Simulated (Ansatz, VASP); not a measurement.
One calculation of AlIn3As4, two programs

```
Al In As
1.0
     4.28570    0.00000    0.00000
     0.00000    4.28570    0.00000
     0.00000    0.00000   12.15891
Al In As
1 3 4
Direct
  0.50000 0.50000 0.00000
  0.00000 0.00000 0.75952
  0.00000 0.00000 0.24048
  0.50000 0.50000 0.50000
  0.50000 0.00000 0.10936
  0.00000 0.50000 0.37023
  0.50000 0.00000 0.62977
  0.00000 0.50000 0.89064
```

Alike in both runs: functional PBE; k mesh 10 × 10 × 4; occupations gaussian, width 0.1 eV; no spin polarisation.

Ansatz relaxed the structure, and its values are those at the end. VASP's run is a single point on that final structure, the one shown.

|  | VASP | Ansatz |
| --- | --- | --- |
| version | VASP 6.6.1 | Ansatz 0.2.0 |
| potentials or method | VASP PAW PBE potentials, release 64 (Al, In_d, As), cutoff 520 eV | scalar-relativistic, plane waves, PAW |
| valence electrons in the cell | 62 | 102 |

```tsv
	VASP	Ansatz	Ansatz less VASP
gap on the k mesh at the Fermi level (eV)	none	none	-
pressure (GPa)	0.1	0.0	-0.06
rms of the force components (eV/Å)	0.004	0.003	-0.0009
```

A gap of «none» marks a metal or a gap that the smearing closes. VASP's potentials hold 62 valence electrons a cell and Ansatz's 102, so a difference there can come from the potentials and not from the codes.
